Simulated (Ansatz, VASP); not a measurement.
BaTe in VASP and in Ansatz

Contents of INCAR:

```
SYSTEM = BaTe
  ALGO = Normal
  EDIFF = 1E-6
  ENCUT = 520
  GGA = PE
  ISIF = 2
  ISMEAR = 0
  LASPH = .TRUE.
  LCHARG = .TRUE.
  LELF = .TRUE.
  LREAL = .FALSE.
  LVHAR = .TRUE.
  LWAVE = .FALSE.
  NBANDS = 24
  NELM = 60
  PREC = Accurate
  SIGMA = 0.01
```

The input KPOINTS:

```
k-points
0
G
  6 6 4
  0 0 0
```

The input POSCAR:

```
BaTe
1.0
    4.8953716053      0.0000000000      0.0000000000
   -2.4476858027      4.2395161711      0.0000000000
    0.0000000000      0.0000000000      8.5840688924
Ba Te
2 2
Direct
    0.0000000000      0.0000000000      0.0000000000
    0.0000000000      0.0000000000      0.5000000000
    0.3333333333      0.6666666667      0.2500000000
    0.6666666667      0.3333333333      0.7500000000
```

Input for Ansatz:

```yaml
crystal:
  lattice:
    - [4.8953716053, 0.0, 0.0]
    - [-2.4476858027, 4.2395161711, 0.0]
    - [0.0, 0.0, 8.5840688924]
  atoms:
    - { symbol: Ba, position: [0.0, 0.0, 0.0] }
    - { symbol: Ba, position: [0.0, 0.0, 0.5] }
    - { symbol: Te, position: [0.3333333333, 0.6666666667, 0.25] }
    - { symbol: Te, position: [0.6666666667, 0.3333333333, 0.75] }
kpoints:
  mp_grid: { grid: [6, 6, 4] }
hamiltonian:
  xc: pbe
scf:
  occupations: { method: fixed }
output:
  optics: { e_range: [0, 13], de: 0.05, sigma: 0.1, bands: auto }
```

Alike in both runs: task single point; functional PBE; k mesh 6 × 6 × 4; no spin polarisation.

```csv
,VASP,Ansatz
version,VASP 6.6.1,Ansatz 0.2.0
potentials or method,"VASP PAW PBE potentials, release 64 (Ba_sv, Te)","plane waves, PAW"
plane-wave cutoff (eV),520,420
occupations,"gaussian, width 0.01 eV",fixed
valence electrons in the cell,32,52
```

```csv
,VASP,Ansatz,Ansatz less VASP
gap on the k mesh at the Fermi level (eV),1.67,1.75,+0.080
```

VASP's potentials hold 32 valence electrons a cell and Ansatz's 52, so a difference there can come from the potentials and not from the codes.

Neither program's run includes spin-orbit coupling.
